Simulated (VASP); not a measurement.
# Ta2AlF3 (P4/mmm) in VASP: a series of runs, part 2 of 2

VASP 6.6.1.

### Step 3. Single point, PBE, collinear spin

This run uses another cell than the first one, of 24.04 Å³/atom.

INCAR reads:

```
SYSTEM = Ta2AlF3
PREC = Accurate
ENCUT = 520
EDIFF = 1E-6
ISMEAR = 0
SIGMA = 0.1
LREAL = .False.
LASPH = .True.
NELM = 150
ALGO = Normal
ISIF = 2
LWAVE = .False.
LCHARG = .False.
ISPIN = 2
MAGMOM = 1 1 0 0 0 0
LORBIT = 11
LMAXMIX = 4
GGA = PE
NBANDS = 36
```

KPOINTS reads:

```
Automatic mesh
0
Gamma
  4 4 4
  0 0 0
```

POSCAR reads:

```
Ta2AlF3
1.0
    3.5488407548      0.0000000000      0.0000000000
    0.0000000000      3.5488407548      0.0000000000
    0.0000000000      0.0000000000     11.4536160476
Ta Al F
2 1 3
Direct
    0.5000000000      0.5000000000      0.0000000000
    0.0000000000      0.0000000000      0.5000000000
    0.0000000000      0.0000000000      0.0000000000
    0.0000000000      0.0000000000      0.6633748309
    0.0000000000      0.0000000000      0.3366251691
    0.5000000000      0.5000000000      0.5000000000
```

Potentials or basis: VASP PAW PBE potentials, release 64 (Ta_pv, Al, F).

Launch:

```bash
$ cat potpaw_PBE.64/Ta_pv/POTCAR potpaw_PBE.64/Al/POTCAR potpaw_PBE.64/F/POTCAR > POTCAR
$ mpirun -np 1 vasp_std > vasp.out
```

Wall time 2.1 min (1 thread of Intel Xeon 6975P-C (Granite Rapids), shared host); peak memory 0.37 GiB.

It converged, with:

```yaml
Free_energy: -37.0382 eV
Pressure: 0.2 GPa
Largest_force: 0.185 eV/Å
Net_moment: 0.44 μB per cell
Site_moments: Ta -0.01, +0.27; Al -0.00; F -0.00, +0.03 (each value once) μB
Valence_electrons_inside_the_program's_atomic_spheres: Ta 8.80, 8.56; Al 0.95; F 6.08, 6.02 (each value once)
```

Forces in eV/Å, atoms in the order of the input:
```
Ta   0.000  0.000  0.000
Ta   0.000  0.000  0.000
Al   0.000  0.000  0.000
F    0.000  0.000  0.185
F    0.000  0.000 -0.185
F    0.000  0.000  0.000
```

Stress tensor (GPa, compression positive):
```
-0.14  0.00  0.00
 0.00 -0.14  0.00
 0.00  0.00  0.87
```

Levels at points of the mesh, in eV from the Fermi level:
Spin up:
```
           k point  band 21  band 22  band 23  band 24  band 25  band 26
(0.00, 0.00, 0.00)    -2.11    -1.59    -0.52    -0.17     0.55     1.09
(0.50, 0.00, 0.00)    -1.52    -0.85    -0.27     0.45     1.09     1.59
(0.50, 0.50, 0.00)    -0.46     0.02     0.08     0.08     0.80     0.80
(0.00, 0.00, 0.50)    -2.11    -1.59    -0.55    -0.15     0.55     1.09
(0.50, 0.00, 0.50)    -1.53    -0.85    -0.27     0.43     1.11     1.59
(0.50, 0.50, 0.50)    -0.46     0.02     0.07     0.07     0.80     0.80
```
Spin down:
| k point | band 18 | band 19 | band 20 | band 21 | band 22 | band 23 | band 24 | band 25 | band 26 | band 27 |
| --- | --- | --- | --- | --- | --- | --- | --- | --- | --- | --- |
| (0.00, 0.00, 0.00) | -5.75 | -5.75 | -1.90 | -1.71 | -1.59 | -0.52 | -0.19 | 0.98 | 1.08 | 1.22 |
| (0.50, 0.00, 0.00) | -5.53 | -3.94 | -3.40 | -1.53 | -0.86 | 0.02 | 0.41 | 1.24 | 1.58 | 1.81 |
| (0.50, 0.50, 0.00) | -5.80 | -4.41 | -0.47 | -0.47 | 0.07 | 0.07 | 0.43 | 0.80 | 0.96 | 0.96 |
| (0.00, 0.00, 0.50) | -5.75 | -5.74 | -1.90 | -1.72 | -1.59 | -0.55 | -0.18 | 0.98 | 1.08 | 1.22 |
| (0.50, 0.00, 0.50) | -5.53 | -3.94 | -3.39 | -1.54 | -0.86 | 0.02 | 0.41 | 1.26 | 1.58 | 1.81 |
| (0.50, 0.50, 0.50) | -5.80 | -4.41 | -0.46 | -0.46 | 0.07 | 0.07 | 0.43 | 0.79 | 0.96 | 0.96 |

Caveat: the k points lie up to 0.44 Å⁻¹ apart; spin-orbit coupling is left out, which moves the levels of the heavy elements.

### Step 4. Relaxation of cell and atoms, PBE, collinear spin

This run uses another cell than the first one, of 24.04 Å³/atom.

INCAR reads:

```
SYSTEM = Ta2AlF3
PREC = Accurate
ENCUT = 600
EDIFF = 1E-7
ISMEAR = 0
SIGMA = 0.1
LREAL = .FALSE.
LASPH = .TRUE.
NELM = 150
ALGO = Fast
ISIF = 3
LWAVE = .FALSE.
LCHARG = .FALSE.
ISPIN = 2
MAGMOM = 0 -0.2 0 0 0 0
LORBIT = 11
LMAXMIX = 4
GGA = PE
IBRION = 2
NSW = 90
EDIFFG = -0.04
```

KPOINTS reads:

```
Automatic mesh
0
G
  6 6 2
  0 0 0
```

POSCAR is that of step 3.

Launch:

```bash
$ cat potpaw_PBE.64/Ta_pv/POTCAR potpaw_PBE.64/Al/POTCAR potpaw_PBE.64/F/POTCAR > POTCAR
$ mpirun -np 1 vasp_std > vasp.out
```

It took 33 min on 1 thread of Oxide Virtual Turin-like, shared host; peak memory 0.4 GiB.

The run converged. Its results:

| Property | Result |
| --- | --- |
| Free energy | -37.1842 eV |
| Relaxed volume | 23.90 Å³/atom |
| Relaxed cell | a = 3.536 Å, b = 3.536 Å, c = 11.474 Å, α = 90.00°, β = 90.00°, γ = 90.00° |
| Space group after relaxing (to 0.1 Å) | P4/mmm (No. 123) |
| Energy gained by relaxing | 0.6 meV/atom |
| Ionic steps | 6 |
| Pressure after relaxing | 0.0 GPa |
| Largest force after relaxing | 0.018 eV/Å |
| Band gap on the k mesh | zero (filled and empty bands overlap) |
| Net moment | 0.00 μB per cell |
| Valence electrons inside the program's atomic spheres | Ta 8.80, 8.57; Al 0.95; F 6.07, 6.03 (each value once) |

Forces on the atoms (eV/Å):
```
Ta   0.000  0.000  0.000
Ta   0.000  0.000  0.000
Al   0.000  0.000  0.000
F    0.000  0.000 -0.018
F    0.000  0.000  0.018
F    0.000  0.000  0.000
```

Step by step:
```tsv
step	energy change (eV)	largest force (eV/Å)	pressure (GPa)	volume (Å³)
1	0.0000	0.1012	-0.21	144.25
2	-0.0010	0.3028	-0.28	143.57
3	-0.0031	0.1405	-0.26	143.85
4	-0.0032	0.1014	-0.24	143.92
5	-0.0035	0.0416	0.26	143.07
6	-0.0038	0.0183	0.04	143.42
```

Final structure:
```
Ta Al F
1.0
     3.53550    0.00000    0.00000
     0.00000    3.53550    0.00000
     0.00000    0.00000   11.47401
Ta Al F
2 1 3
Direct
  0.50000 0.50000 0.00000
  0.00000 0.00000 0.50000
  0.00000 0.00000 0.00000
  0.00000 0.00000 0.66342
  0.00000 0.00000 0.33658
  0.50000 0.50000 0.50000
```

Levels at points of the mesh, in eV from the Fermi level:
Spin up:
```csv
k point,band 19,band 20,band 21,band 22,band 23,band 24,band 25,band 26,band 27
"(0.00, 0.00, 0.00)",-6.05,-2.47,-2.26,-1.52,-0.47,-0.07,0.45,1.17,1.28
"(0.50, 0.00, 0.00)",-3.86,-3.29,-1.45,-0.78,-0.46,0.58,0.81,1.39,1.73
"(0.50, 0.50, 0.00)",-4.35,-0.37,-0.37,-0.08,0.20,0.20,0.51,0.51,0.98
"(0.00, 0.00, 0.50)",-6.05,-2.47,-2.26,-1.52,-0.50,-0.05,0.45,1.17,1.36
"(0.50, 0.00, 0.50)",-3.86,-3.28,-1.46,-0.78,-0.46,0.55,0.84,1.39,1.73
"(0.50, 0.50, 0.50)",-4.34,-0.36,-0.36,-0.08,0.19,0.19,0.52,0.52,0.98
```
Spin down:
```csv
k point,band 19,band 20,band 21,band 22,band 23,band 24,band 25,band 26,band 27
"(0.00, 0.00, 0.00)",-6.05,-2.47,-2.26,-1.52,-0.47,-0.07,0.45,1.17,1.28
"(0.50, 0.00, 0.00)",-3.86,-3.29,-1.45,-0.78,-0.46,0.58,0.81,1.39,1.73
"(0.50, 0.50, 0.00)",-4.35,-0.37,-0.37,-0.08,0.20,0.20,0.51,0.51,0.98
"(0.00, 0.00, 0.50)",-6.05,-2.47,-2.26,-1.52,-0.50,-0.05,0.45,1.17,1.36
"(0.50, 0.00, 0.50)",-3.86,-3.28,-1.46,-0.78,-0.46,0.55,0.84,1.39,1.73
"(0.50, 0.50, 0.50)",-4.34,-0.36,-0.36,-0.08,0.19,0.19,0.52,0.52,0.98
```

Caveat: spin-orbit coupling is left out, which moves the levels of the heavy elements.

### Step 5. Summary

| task | cell | k mesh | cutoff (eV) | gap on the mesh (eV) | pressure (GPa) | moment (μB) | largest force (eV/Å) |
| --- | --- | --- | --- | --- | --- | --- | --- |
| single point | a = 4.010, b = 4.010, c = 6.200 Å, 6 atoms, atomic positions A | 4 × 4 × 4 | 520 | none | 144.0 | 1.26 | 95.88 |
| single point | a = 3.549, b = 3.549, c = 11.454 Å, 6 atoms, atomic positions B | 4 × 4 × 4 | 520 | none | 0.2 | 0.44 | 0.19 |
| relaxation of cell and atoms | relaxed from a = 3.549, b = 3.549, c = 11.454 Å, 6 atoms, atomic positions B | 6 × 6 × 2 | 600 | none | 0.0 | 0.00 | 0.02 |

Alike in all rows: level PBE; potentials or basis VASP PAW PBE potentials, release 64 (Ta_pv, Al, F); spin collinear; smearing gaussian 0.1 eV.

Caveats: some runs use coarse meshes; spin-orbit coupling is left out, which moves the levels of the heavy elements; atoms lie so close that the PAW spheres overlap strongly, which falsifies energies and pressures (at least some runs); forces of over 1 eV/Å act on the atoms, so gaps and moduli don't describe the material at rest (at least some runs).

Total energies depend on the potentials used, so only differences within one code and one set of settings carry meaning.
